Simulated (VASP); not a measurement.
# KNbI2 (P4/mmm) in VASP: a series of runs

Runs on KNbI2. Level: PBE. Tasks: single point, relaxation of cell and atoms.

All numbers are computed with VASP 6.6.1; they aren't measurements. Logs are shortened: lines on timing, memory, paths and dates and some standing lists are left out, and cuts for length are marked.

## 1. The cell of the first run

Symmetry: P4/mmm, No. 123, tetragonal system. The conventional cell has a = 3.638 Å, b = 3.638 Å, c = 8.446 Å, α = 90.00°, β = 90.00°, γ = 90.00°. K (site symmetry 4/mmm) has 8 I at 3.60 Å and 4 K at 3.64 Å and 2 Nb at 4.22 Å within 4.7 Å. Within 4.3 Å of Nb (site symmetry 4/mmm) lie 8 I at 3.09 Å and 4 Nb at 3.64 Å and 2 K at 4.22 Å. I (site symmetry 4mm) has 4 Nb at 3.09 Å and 5 I at 3.41 to 3.64 Å and 4 K at 3.60 Å within 4.1 Å.

## 2. Single point, PBE

INCAR

```
PREC = Accurate
ENCUT = 520
EDIFF = 1E-6
ISMEAR = 0
SIGMA = 0.1
LREAL = F
LASPH = T
NELM = 100
ALGO = Normal
ISIF = 2
LWAVE = F
LCHARG = T
GGA = PE
LELF = T
LVHAR = T
NBANDS = 26
```

KPOINTS

```
Automatic mesh
0
Gamma
  6 6 4
```

POSCAR

```
KNbI2
1.0
    3.6383544064      0.0000000000      0.0000000000
    0.0000000000      3.6383544064      0.0000000000
    0.0000000000      0.0000000000      8.4462406098
K Nb I
1 1 2
Direct
    0.0000000000      0.0000000000      0.5000000000
    0.0000000000      0.0000000000      0.0000000000
    0.5000000000      0.5000000000      0.2015939825
    0.5000000000      0.5000000000      0.7984060175
```

Potentials or basis: VASP PAW PBE potentials, release 64 (K_sv, Nb_sv, I).

The run is started by

```sh
$ cat potpaw_PBE.64/K_sv/POTCAR potpaw_PBE.64/Nb_sv/POTCAR potpaw_PBE.64/I/POTCAR > POTCAR
$ mpirun -np 1 vasp_std > vasp.out
```

OUTCAR:

```text
PREC = Accurate
   ENCUT = 520
   EDIFF = 1E-6
   ISMEAR = 0
   LREAL = F
   LASPH = T
   NELM = 100
   ISIF = 2
   GGA = PE

 ion  position               nearest neighbor table
   1  0.000  0.000  0.500-   3 3.60   4 3.60   3 3.60   4 3.60   3 3.60   4 3.60   3 3.60   4 3.60

   2  0.000  0.000  0.000-   3 3.09   4 3.09   3 3.09   4 3.09   3 3.09   4 3.09   3 3.09   4 3.09

   3  0.500  0.500  0.202-   2 3.09   2 3.09   2 3.09   2 3.09   4 3.41   1 3.60   1 3.60   1 3.60
                             1 3.60
   4  0.500  0.500  0.798-   2 3.09   2 3.09   2 3.09   2 3.09   3 3.41   1 3.60   1 3.60   1 3.60
                             1 3.60

  LATTYP: Found a simple tetragonal cell.
 ALAT       =     3.6383544064
 C/A-ratio  =     2.3214452652

  Lattice vectors:

 A1 = (   3.6383544064,   0.0000000000,   0.0000000000)
 A2 = (   0.0000000000,   3.6383544064,   0.0000000000)
 A3 = (   0.0000000000,   0.0000000000,   8.4462406098)

Analysis of symmetry for initial positions (statically):
=====================================================================
 Subroutine PRICEL returns:
 Original cell was already a primitive cell.

 Routine SETGRP: Setting up the symmetry group for a
 simple tetragonal supercell.

 Subroutine GETGRP returns: Found 16 space group operations
 (whereof 16 operations were pure point group operations)
 out of a pool of 16 trial point group operations.

The static configuration has the point symmetry D_4h.

Analysis of symmetry for dynamics (positions and initial velocities):
=====================================================================
 Subroutine PRICEL returns:
 Original cell was already a primitive cell.

 Routine SETGRP: Setting up the symmetry group for a
 simple tetragonal supercell.

 Subroutine GETGRP returns: Found 16 space group operations
 (whereof 16 operations were pure point group operations)
 out of a pool of 16 trial point group operations.

The dynamic configuration has the point symmetry D_4h.

 Subroutine INISYM returns: Found 16 space group operations
 (whereof 16 operations are pure point group operations),
 and found     1 'primitive' translations

----------------------------------------------------------------------------------------

[... 92 lines left out ...]
   LSORBIT =      F    spin-orbit coupling
   LASPH  =      T    aspherical Exc in radial PAW
   ENCUT  =  520.0 eV  38.22 Ry    6.18 a.u.   6.76  6.76 15.70*2*pi/ulx,y,z
   NELM   =    100;   NELMIN=  2; NELMDL= -5     # of ELM steps
   EDIFF  = 0.1E-05   stopping-criterion for ELM
   LREAL  =      F    real-space projection
   EDIFFG = 0.1E-04   stopping-criterion for IOM
   NSW    =      0    number of steps for IOM
   IBRION =     -1    ionic relax: 0-MD 1-quasi-New 2-CG
   NFREE  =      0    steps in history (QN), initial steepest desc. (CG)
   ISIF   =      2    stress and relaxation
   ISYM   =      2    0-nonsym 1-usesym 2-fastsym
   POTIM  = 0.5000    time-step for ionic-motion
   TEBEG  =    0.0;   TEEND  =   0.0 temperature during run
   PSTRESS=    0.0 pullay stress
   NELECT =      36.0000    total number of electrons
   NUPDOWN=      -1.0000    fix difference up-down
   EMIN   =  10.00;   EMAX   =-10.00  energy-range for DOS
   EFERMI =   0.00;   METHOD = LEGACY
   ISMEAR =     0;   SIGMA  =   0.10  broadening in eV -4-tet -1-fermi 0-gaus
   EFERMI_NEDOS =   21; number of points for ismear=-14 and -15
   IALGO  =     38    algorithm
   IMIX   =      4    mixing-type and parameters
     AMIX     =   0.40;   BMIX     =  1.00
     AMIX_MAG =   1.60;   BMIX_MAG =  1.00
  volume/ion in A,a.u.               =      27.95       188.63
  Fermi-wavevector in a.u.,A,eV,Ry     =   1.122065  2.120395 17.130128  1.259029
  Thomas-Fermi vector in A             =   2.258722
   LORBIT       =      0    0 simple, 1 ext, 2 COOP (PROOUT), +10 PAW based schemes
   GGA     = PE    functional components
   LHFCALC =     F    Hartree Fock is set to
   AEXX    =    0.0000 exact exchange contribution
   IVDW    =     0    specifies the selected vdW correction
   LEPSILON=     F    determine dielectric tensor
   LRPA    =     F    only Hartree local field effects (RPA)
 non-spin polarized calculation
 Gauss-broadening in eV      SIGMA  =   0.10
  energy-cutoff  :      520.00
  volume of cell :      111.81
 maximum number of plane-waves:      3068
 NGX is ok and might be reduce to    28
   NGX = 13   NGY = 13   NGZ = 31

 number of electron      36.0000000 magnetization

 Free energy of the ion-electron system (eV)
  ---------------------------------------------------
  ext. energy  EPLUGINS =         0.00000000
  ---------------------------------------------------
  free energy    TOTEN  =       -14.08235456 eV

  energy without entropy =      -14.04249071  energy(sigma->0) =      -14.06242264

 E-fermi :   7.8649     XC(G=0):  -9.6417

 val. band max:        7.8616991353   @ k =   0.3333   0.1667   0.2500
 cond. band min:       7.8749744313   @ k =   0.3333   0.3333   0.5000
 fundamental gap:      0.0132752960
 Fermi energy:         7.8648787232

 k-point     1 :       0.0000    0.0000    0.0000
  band No.  band energies     occupation
      1     -47.9280      2.00000
      2     -24.7937      2.00000
      3     -24.0282      2.00000
      4     -24.0282      2.00000
      5     -23.9305      2.00000
      6      -8.4560      2.00000
[... 685 lines left out ...]
     25      11.8245      0.00000
     26      12.0332      0.00000

 [... further k-points ...]

------------------------ aborting loop because EDIFF is reached ----------------------------------------

  FORCE on cell =-STRESS in cart. coord.  units (eV):
  Direction    XX          YY          ZZ          XY          YZ          ZX
  --------------------------------------------------------------------------------------
  -------------------------------------------------------------------------------------
  Total       -0.1123795     -0.1123795      0.0216596      0.0000000      0.0000000     -0.0000000
  in kB       -1.6103645     -1.6103645      0.3103760      0.0000000      0.0000000     -0.0000000
  external PRESSURE =      -0.9701177 kB  Pullay stress =       0.0000000 kB

 VOLUME and BASIS-vectors are now :
 -----------------------------------------------------------------------------
  energy-cutoff  :      520.00
  volume of cell :      111.81
      direct lattice vectors                 reciprocal lattice vectors
     3.638354406  0.000000000  0.000000000     0.274849530  0.000000000  0.000000000
     0.000000000  3.638354406  0.000000000     0.000000000  0.274849530  0.000000000
     0.000000000  0.000000000  8.446240610     0.000000000  0.000000000  0.118395869

 POSITION                                       TOTAL-FORCE (eV/Angst)
 -----------------------------------------------------------------------------------
      0.00000      0.00000      4.22312        -0.000000     -0.000000      0.000000
      0.00000      0.00000      0.00000        -0.000000     -0.000000      0.000000
      1.81918      1.81918      1.70271         0.000000      0.000000     -0.032211
      1.81918      1.81918      6.74353        -0.000000      0.000000      0.032211
 -----------------------------------------------------------------------------------
    total drift:                               -0.000000      0.000000     -0.000000

  FREE ENERGIE OF THE ION-ELECTRON SYSTEM (eV)
  ---------------------------------------------------
  free  energy   TOTEN  =       -14.0823545648 eV

  energy  without entropy=      -14.0424907108  energy(sigma->0) =      -14.06242264
```

OSZICAR:

```text
N       E                     dE             d eps       ncg     rms          rms(c)
DAV:   1     0.286496510388E+03    0.28650E+03   -0.16874E+04  1560   0.126E+03
DAV:   2     0.102581370452E+02   -0.27624E+03   -0.26745E+03  1928   0.370E+02
DAV:   3    -0.132533825100E+02   -0.23512E+02   -0.23156E+02  2640   0.900E+01
DAV:   4    -0.143164193732E+02   -0.10630E+01   -0.10508E+01  2368   0.180E+01
DAV:   5    -0.143361564665E+02   -0.19737E-01   -0.19694E-01  2396   0.234E+00    0.853E+00
DAV:   6    -0.141420243880E+02    0.19413E+00   -0.90817E-01  2478   0.515E+00    0.446E+00
DAV:   7    -0.141016312844E+02    0.40393E-01   -0.35457E-01  2192   0.268E+00    0.255E+00
DAV:   8    -0.140822210987E+02    0.19410E-01   -0.98005E-02  2148   0.176E+00    0.631E-01
DAV:   9    -0.140823489029E+02   -0.12780E-03   -0.83940E-03  2408   0.513E-01    0.196E-01
DAV:  10    -0.140823507595E+02   -0.18566E-05   -0.11316E-03  2142   0.234E-01    0.603E-02
DAV:  11    -0.140823490978E+02    0.16617E-05   -0.96369E-05  2388   0.617E-02    0.275E-02
DAV:  12    -0.140823554329E+02   -0.63351E-05   -0.14995E-05  2010   0.248E-02    0.705E-03
DAV:  13    -0.140823545648E+02    0.86807E-06   -0.30514E-06  1770   0.128E-02
   1 F= -.14082355E+02 E0= -.14062423E+02  d E =-.398639E-01
```

stdout:

```text
POSCAR found type information on POSCAR K NbI
 POSCAR found :  3 types and       4 ions
 scaLAPACK will be used
 LDA part: xc-table for (Slater+PW92), standard interpolation
 POSCAR, INCAR and KPOINTS ok, starting setup
 FFT: planning ... GRIDC
 FFT: planning ... GRID_SOFT
 FFT: planning ... GRID
 WAVECAR not read
 entering main loop
```

It took 94 s on 1 thread of Intel Xeon Platinum 8488C (Sapphire Rapids), shared host; peak memory 0.27 GiB.

What came out:

- Free energy: -14.0824 eV
- Pressure: -0.1 GPa
- Largest force: 0.032 eV/Å
- Band gap on the k mesh: zero (bands 18 and 19 overlap by 0.76 eV)

Forces on the atoms (eV/Å):
```
K    0.000  0.000  0.000
Nb   0.000  0.000  0.000
I    0.000  0.000 -0.032
I    0.000  0.000  0.032
```

Levels at points of the mesh, in eV from the Fermi level:
```tsv
k point	band 14	band 15	band 16	band 17	band 18	band 19	band 20	band 21	band 22	band 23
(0.00, 0.00, 0.00)	-3.82	-3.53	-3.53	-2.58	-1.43	0.05	0.18	1.31	1.31	2.18
(0.50, 0.00, 0.00)	-4.40	-3.98	-2.58	-2.18	-0.31	0.43	0.59	0.84	1.36	2.25
(0.50, 0.50, 0.00)	-6.45	-6.39	-3.21	-1.53	0.41	0.41	0.48	1.38	1.38	1.84
(0.00, 0.00, 0.50)	-3.79	-3.56	-3.56	-2.58	-0.83	0.18	1.08	1.34	1.34	1.78
(0.50, 0.00, 0.50)	-4.56	-3.97	-2.63	-1.98	-0.30	0.38	0.94	1.00	1.18	2.53
(0.50, 0.50, 0.50)	-6.51	-6.16	-3.83	-1.33	0.60	0.60	0.69	1.38	1.45	1.45
```

Caveat: spin-orbit coupling is left out, which moves the levels of the heavy elements.

[end of part 1 of 2]

The gap in the log of VASP goes by the Fermi energy; the results here count the filled bands.